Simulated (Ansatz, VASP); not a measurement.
## Two plane-wave programs on Ta2N

```
Ta N
1.0
     3.20449    0.00000    0.00000
    -1.60225    2.77517    0.00000
     0.00000    0.00000    4.45136
Ta N
2 1
Cartesian
  1.6022 0.9251 3.3224
  0.0000 1.8501 1.1290
  0.0000 0.0000 0.0000
```

Alike in both runs: task single point; functional PBEsol; k mesh 18 × 18 × 10; occupations gaussian, width 0.15 eV; no spin polarisation.

```csv
,VASP,Ansatz
version,VASP 6.6.1,Ansatz 0.2.0
potentials or method,"VASP PAW PBE potentials, release 64 (Ta_pv, N), cutoff 520 eV","scalar-relativistic, plane waves, PAW"
valence electrons in the cell,27,31
```

```csv
,VASP,Ansatz,Ansatz less VASP
gap on the k mesh at the Fermi level (eV),none,none,-
pressure (GPa),2.2,1.6,-0.62
"traceless stress, the component that is largest in VASP (GPa)",21.20,21.29,+0.092
rms of the force components (eV/Å),0.390,0.418,+0.0277
```

VASP's potentials were made for PBE, not for PBEsol, and Ansatz warns of the same on its side. Atom by atom the forces differ by 0.028 eV/Å (rms over components). A gap of «none» marks a metal or a gap that the smearing closes. VASP's potentials hold 27 valence electrons a cell and Ansatz's 31, so a difference there can come from the potentials and not from the codes.

Spin-orbit coupling is off throughout.
